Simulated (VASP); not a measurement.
# Cr (I4/mmm) in VASP: notebook, part 2 of 2

VASP 6.6.1.

### 3 Single point, PBEsol (biaxial strain in the a-b plane: -6.0 %, then relaxed in part)

The input, INCAR:

```
PREC = Accurate
ENCUT = 520
EDIFF = 1E-7
ISMEAR = 0
SIGMA = 0.1
LREAL = False
LASPH = True
NELM = 60
ALGO = Normal
ISIF = 2
LWAVE = False
LCHARG = True
GGA = PS
LELF = True
LVHAR = True
NBANDS = 19
```

The input, KPOINTS:

```
regular mesh
0
Gamma
  14 14 14
```

The input, POSCAR:

```
Cr
1.0
    2.6454314030      0.0000000000      0.0000000000
    0.0000000000      2.6454314030      0.0000000000
    0.0000000000      0.0000000000      2.9448200783
Cr
2
Direct
    0.0000000000      0.0000000000      0.0000000000
    0.5000000000      0.5000000000      0.5000000000
```

Potentials or basis: VASP PAW PBE potentials, release 64 (Cr_pv).

Command:

```sh
$ cat potpaw_PBE.64/Cr_pv/POTCAR > POTCAR
$ mpirun -np 1 vasp_std > vasp.out
```

OUTCAR:

```text
PREC = Accurate
   ENCUT = 520
   EDIFF = 1E-7
   ISMEAR = 0
   LREAL = False
   LASPH = True
   NELM = 60
   ISIF = 2
   GGA = PS

 ion  position               nearest neighbor table
   1  0.000  0.000  0.000-   2 2.38   2 2.38   2 2.38   2 2.38   2 2.38   2 2.38   2 2.38   2 2.38

   2  0.500  0.500  0.500-   1 2.38   1 2.38   1 2.38   1 2.38   1 2.38   1 2.38   1 2.38   1 2.38

  LATTYP: Found a simple tetragonal cell.
 ALAT       =     2.6454314030
 C/A-ratio  =     1.1131719669

  Lattice vectors:

 A1 = (   2.6454314030,   0.0000000000,   0.0000000000)
 A2 = (   0.0000000000,   2.6454314030,   0.0000000000)
 A3 = (   0.0000000000,   0.0000000000,   2.9448200783)

Analysis of symmetry for initial positions (statically):
=====================================================================
 Subroutine PRICEL returns following result:

  LATTYP: Found a body centered tetragonal cell.
 ALAT       =     2.6454314030
 C/A-ratio  =     1.1131719669

  Lattice vectors:

 A1 = (  -1.3227157015,  -1.3227157015,  -1.4724100391)
 A2 = (   1.3227157015,   1.3227157015,  -1.4724100391)
 A3 = (   1.3227157015,  -1.3227157015,   1.4724100391)

   2 primitive cells build up your supercell.

 Routine SETGRP: Setting up the symmetry group for a
 simple tetragonal supercell.

 Subroutine GETGRP returns: Found 16 space group operations
 (whereof 16 operations were pure point group operations)
 out of a pool of 16 trial point group operations.

The static configuration has the point symmetry D_4h.

Analysis of symmetry for dynamics (positions and initial velocities):
=====================================================================
 Subroutine PRICEL returns following result:

  LATTYP: Found a body centered tetragonal cell.
 ALAT       =     2.6454314030
 C/A-ratio  =     1.1131719669

  Lattice vectors:

[... 119 lines left out ...]
   POTIM  = 0.5000    time-step for ionic-motion
   TEBEG  =    0.0;   TEEND  =   0.0 temperature during run
   PSTRESS=    0.0 pullay stress
   NELECT =      24.0000    total number of electrons
   NUPDOWN=      -1.0000    fix difference up-down
   EMIN   =  10.00;   EMAX   =-10.00  energy-range for DOS
   EFERMI =   0.00;   METHOD = LEGACY
   ISMEAR =     0;   SIGMA  =   0.10  broadening in eV -4-tet -1-fermi 0-gaus
   EFERMI_NEDOS =   21; number of points for ismear=-14 and -15
   IALGO  =     38    algorithm
   IMIX   =      4    mixing-type and parameters
     AMIX     =   0.40;   BMIX     =  1.00
     AMIX_MAG =   1.60;   BMIX_MAG =  1.00
  volume/ion in A,a.u.               =      10.30        69.54
  Fermi-wavevector in a.u.,A,eV,Ry     =   1.722376  3.254819 40.362763  2.966579
  Thomas-Fermi vector in A             =   2.798452
   LORBIT       =      0    0 simple, 1 ext, 2 COOP (PROOUT), +10 PAW based schemes
   GGA     = PS    functional components
   LHFCALC =     F    Hartree Fock is set to
   AEXX    =    0.0000 exact exchange contribution
   IVDW    =     0    specifies the selected vdW correction
   LEPSILON=     F    determine dielectric tensor
   LRPA    =     F    only Hartree local field effects (RPA)
 non-spin polarized calculation
 Gauss-broadening in eV      SIGMA  =   0.10
  energy-cutoff  :      520.00
  volume of cell :       20.61
 maximum number of plane-waves:       572
 NGX is ok and might be reduce to    20
   NGX =  9   NGY =  9   NGZ = 11

 number of electron      24.0000029 magnetization

 Free energy of the ion-electron system (eV)
  ---------------------------------------------------
  ext. energy  EPLUGINS =         0.00000000
  ---------------------------------------------------
  free energy    TOTEN  =       -20.16029448 eV

  energy without entropy =      -20.15214536  energy(sigma->0) =      -20.15621992

 E-fermi :  12.5762     XC(G=0): -14.5143

 val. band max:       12.5761081593   @ k =   0.4286   0.0714   0.0714
 cond. band min:      12.5794131859   @ k =   0.2857   0.0714   0.0714
 fundamental gap:      0.0033050266
 Fermi energy:        12.5761884969

 k-point     1 :       0.0000    0.0000    0.0000
  band No.  band energies     occupation
      1     -30.9144      2.00000
      2     -30.6093      2.00000
      3     -30.6093      2.00000
      4     -29.8514      2.00000
      5     -29.8271      2.00000
      6     -29.8271      2.00000
[... 505 lines left out ...]
      6     -29.9294      2.00000
[... 11 lines left out ...]
     18      19.1285      0.00000
     19      19.7473      0.00000

 [... further k-points ...]
[... 5 lines left out ...]
  --------------------------------------------------------------------------------------
  -------------------------------------------------------------------------------------
  Total        5.3259157      5.3259157     -0.0475791      0.0000000      0.0000000     -0.0000000
  in kB      414.0502892    414.0502892     -3.6989181      0.0000000      0.0000000     -0.0000000
  external PRESSURE =     274.8005535 kB  Pullay stress =       0.0000000 kB

 VOLUME and BASIS-vectors are now :
 -----------------------------------------------------------------------------
  energy-cutoff  :      520.00
  volume of cell :       20.61
      direct lattice vectors                 reciprocal lattice vectors
     2.645431403  0.000000000  0.000000000     0.378010180  0.000000000  0.000000000
     0.000000000  2.645431403  0.000000000     0.000000000  0.378010180  0.000000000
     0.000000000  0.000000000  2.944820078     0.000000000  0.000000000  0.339579320

 POSITION                                       TOTAL-FORCE (eV/Angst)
 -----------------------------------------------------------------------------------
      0.00000      0.00000      0.00000        -0.000000     -0.000000      0.000000
      1.32272      1.32272      1.47241         0.000000      0.000000      0.000000
 -----------------------------------------------------------------------------------
    total drift:                               -0.000000      0.000000      0.000000

  FREE ENERGIE OF THE ION-ELECTRON SYSTEM (eV)
  ---------------------------------------------------
  free  energy   TOTEN  =       -20.1602944831 eV

  energy  without entropy=      -20.1521453560  energy(sigma->0) =      -20.15621992
```

OSZICAR:

```text
N       E                     dE             d eps       ncg     rms          rms(c)
DAV:   1     0.236137154364E+03    0.23614E+03   -0.13783E+04 10944   0.159E+03
DAV:   2    -0.154289389043E+02   -0.25157E+03   -0.24582E+03 11083   0.442E+02
DAV:   3    -0.233602889689E+02   -0.79314E+01   -0.78379E+01 11722   0.937E+01
DAV:   4    -0.234755906997E+02   -0.11530E+00   -0.11502E+00 14571   0.103E+01
DAV:   5    -0.234775245663E+02   -0.19339E-02   -0.19327E-02 11882   0.129E+00    0.224E+01
DAV:   6    -0.202289195394E+02    0.32486E+01   -0.13308E+01 11187   0.431E+01    0.225E+00
DAV:   7    -0.201853607911E+02    0.43559E-01   -0.16556E-01 11899   0.386E+00    0.131E+00
DAV:   8    -0.201603842694E+02    0.24977E-01   -0.13857E-02 14338   0.152E+00    0.175E-01
DAV:   9    -0.201603017918E+02    0.82478E-04   -0.89732E-04 12719   0.262E-01    0.579E-02
DAV:  10    -0.201602968644E+02    0.49274E-05   -0.38426E-05 13959   0.505E-02    0.131E-02
DAV:  11    -0.201602944039E+02    0.24604E-05   -0.93074E-06 11625   0.351E-02    0.373E-03
DAV:  12    -0.201602942909E+02    0.11301E-06   -0.45436E-07 12524   0.827E-03    0.392E-04
DAV:  13    -0.201602943929E+02   -0.10197E-06   -0.92555E-09  6627   0.117E-03    0.340E-04
DAV:  14    -0.201602944831E+02   -0.90205E-07   -0.25585E-09  6681   0.576E-04
   1 F= -.20160294E+02 E0= -.20156220E+02  d E =-.814913E-02
```

It took 34 s on 1 thread of Intel Xeon 6975P-C (Granite Rapids), shared host; peak memory 0.2 GiB.

What came out:

| Quantity | Value |
| --- | --- |
| Free energy | -20.1603 eV |
| Pressure | 27.5 GPa |
| Band gap on the k mesh | zero (band 12 reaches 14.54 eV, above the bottom of band 13 at 12.00 eV) |

Stress tensor (GPa, compression positive):
```
41.41  0.00  0.00
 0.00 41.41  0.00
 0.00  0.00 -0.37
```

Levels at points of the mesh, in eV from the Fermi level:
```tsv
k point	band 10	band 11	band 12	band 13	band 14	band 15
(0.00, 0.00, 0.00)	-1.32	-1.32	-0.39	0.65	1.65	2.73
(0.50, 0.00, 0.00)	-2.16	-1.08	-1.08	-0.30	-0.30	0.71
(0.50, 0.50, 0.00)	-3.63	1.97	1.97	2.08	2.08	2.19
(0.00, 0.00, 0.50)	-2.47	-0.11	-0.11	-0.11	-0.11	1.07
(0.50, 0.00, 0.50)	-2.46	0.55	0.55	1.12	1.12	1.90
(0.50, 0.50, 0.50)	-2.47	-2.47	-2.47	1.44	1.44	2.11
```

Caveat: the cell differs from its parent crystal (biaxial strain in the a-b plane: -6.0 %, then relaxed in part); the PAW data sets were made with another functional, which shifts forces and pressure a little; the run has no spin polarisation, though such a crystal can be magnetic.
